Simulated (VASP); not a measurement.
A run of VASP 6.6.1:

Contents of INCAR:

```
ALGO = Normal
EDIFF = 1E-6
ENCUT = 520
GGA = PS
ISIF = 2
ISMEAR = 0
LASPH = T
LCHARG = F
LREAL = F
LWAVE = F
NBANDS = 26
NELM = 60
PREC = Accurate
SIGMA = 0.02
```

The input KPOINTS:

```
k-points
0
Gamma
  8 8 6
```

POSCAR

```
ZnSe
1.0
    2.8604224375      2.8604224375      0.0000000000
   -2.8604224375      2.8604224375      0.0000000000
    0.0000000000      0.0000000000      5.4079174409
Zn Se
2 2
Direct
    0.0000000000      0.0000000000      0.0000000000
    0.5000000000      0.5000000000      0.5000000000
    0.5000000000      0.0000000000      0.2500000000
    0.0000000000      0.5000000000      0.7500000000
```

Potentials or basis: VASP PAW PBE potentials, release 64 (Zn, Se).

The run is started by

```bash
$ cat potpaw_PBE.64/Zn/POTCAR potpaw_PBE.64/Se/POTCAR > POTCAR
$ mpirun -np 1 vasp_std > vasp.out
```

Hardware: 1 thread of AMD EPYC 9R45 96-Core Processor (Zen 5), on a shared host.

Task: Estimate the wall time of this run.

Result: Wall time 62 s on 1 thread of AMD EPYC 9R45 96-Core Processor (Zen 5), with other jobs on the host, peak memory 0.22 GiB. Counts: scf iterations 13, k points 60.
